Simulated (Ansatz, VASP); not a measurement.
One calculation of Li4SiN2, two programs

```
Li Si N
1.0
     3.83374    0.25052    0.23241
     1.59191    4.82387    0.35632
     1.52808    1.32167    5.23855
Li Si N
4 1 2
Direct
  0.87588 0.68643 0.56186
  0.69905 0.51815 0.08429
  0.19914 0.15405 0.44761
  0.53737 0.23672 0.68850
  0.96131 0.00757 0.06940
  0.76901 0.10340 0.35843
  0.95824 0.29368 0.78990
```

Change from the starting cell: the structure that the rattled cell fell into.

Alike in both runs: functional PBE; k mesh 8 × 6 × 6; occupations gaussian, width 0.02 eV; no spin polarisation.

Ansatz relaxed the structure, and its values are those at the end. VASP's run is a single point on that final structure, the one shown.

|  | VASP | Ansatz |
| --- | --- | --- |
| version | VASP 6.6.1 | Ansatz 0.2.0 |
| potentials or method | VASP PAW PBE potentials, release 64 (Li_sv, Si, N), cutoff 520 eV | scalar-relativistic, plane waves, PAW |
| valence electrons in the cell | 26 | 26 |

VASP gave:

- gap on the k mesh at the Fermi level (eV): 0.78
- least direct gap on the mesh (eV): 0.99
- rms of the force components (eV/Å): 0.005

What did Ansatz give for the same quantities?

gap on the k mesh at the Fermi level (eV): 0.77; least direct gap on the mesh (eV): 0.98; rms of the force components (eV/Å): 0.001.

Noted on VASP's run: the cutoff is under 1.25 times that of the potentials, so the pressure is a little rough.
